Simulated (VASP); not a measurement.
Here is a VASP 6.6.1 calculation.

POSCAR

```
Zn
1.0
   -1.3739567912      1.3739567912      2.0902748231
    1.3739567912     -1.3739567912      2.0902748231
    1.3739567912      1.3739567912     -2.0902748231
Zn
1
Direct
    0.0000000000      0.0000000000      0.0000000000
```

INCAR.step1

```
SYSTEM = Zn
PREC = Accurate ; ENCUT = 520
ISMEAR = 0 ; SIGMA = 0.1
LREAL = .False. ; LASPH = .True.
NELM = 80 ; NBANDS = 12
GGA = PE ; ALGO = Normal
EDIFF = 1E-4 ; LWAVE = .True.
LCHARG = .False.
```

Contents of INCAR.step2:

```
SYSTEM = Zn
PREC = Accurate ; ENCUT = 520
EDIFF = 1E-6 ; ISMEAR = 0
SIGMA = 0.1 ; LREAL = .False.
LASPH = .True. ; NELM = 80
ALGO = Normal ; ISIF = 2
LWAVE = .False. ; LCHARG = .False.
METAGGA = R2SCAN ; LMIXTAU = .True.
NBANDS = 12 ; ISTART = 1
```

Contents of KPOINTS:

```
Automatic mesh
0
Gamma
  10 10 10
  0 0 0
```

Potentials or basis: VASP PAW PBE potentials, release 64 (Zn).

The run is started by

```sh
$ cat potpaw_PBE.64/Zn/POTCAR > POTCAR
$ cp INCAR.step1 INCAR
$ mpirun -np 1 vasp_std > vasp.out
$ cp INCAR.step2 INCAR
$ mpirun -np 1 vasp_std > vasp.out
```

Question: Predict the pressure.

Answer: -6.4 GPa.

Question: Estimate the band gap on the k mesh.

Answer: Zero (bands 6 and 7 overlap by 3.12 eV).

Stress tensor (GPa, compression positive):
```
 -4.44   0.00   0.00
  0.00  -4.44   0.00
  0.00   0.00 -10.39
```

Caveat: the cell stands under tension; the PAW data sets were made with another functional, which shifts forces and pressure a little.
